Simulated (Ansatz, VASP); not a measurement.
## H2Se in VASP and in Ansatz

```
H Se
1.0
     3.27225    0.00000    0.00000
    -1.63613    2.83385    0.00000
     0.00000    0.00000    2.84621
H Se
2 1
Direct
  0.33333 0.66667 0.50000
  0.66667 0.33333 0.50000
  0.00000 0.00000 0.00000
```

Alike in both runs: functional PBE; k mesh 18 × 18 × 18; occupations gaussian, width 0.1 eV; no spin polarisation.

Ansatz relaxed the structure, and its values are those at the end. VASP's run is a single point on that final structure, the one shown.

|  | VASP | Ansatz |
| --- | --- | --- |
| version | VASP 6.6.1 | Ansatz 0.2.0 |
| potentials or method | VASP PAW PBE potentials, release 64 (H, Se), cutoff 520 eV | scalar-relativistic, plane waves, PAW |
| valence electrons in the cell | 8 | 18 |

```csv
,VASP,Ansatz,Ansatz less VASP
gap on the k mesh at the Fermi level (eV),none,none,-
pressure (GPa),-0.1,0.0,+0.08
```

A gap of «none» marks a metal or a gap that the smearing closes. VASP's potentials hold 8 valence electrons a cell and Ansatz's 18, so a difference there can come from the potentials and not from the codes.
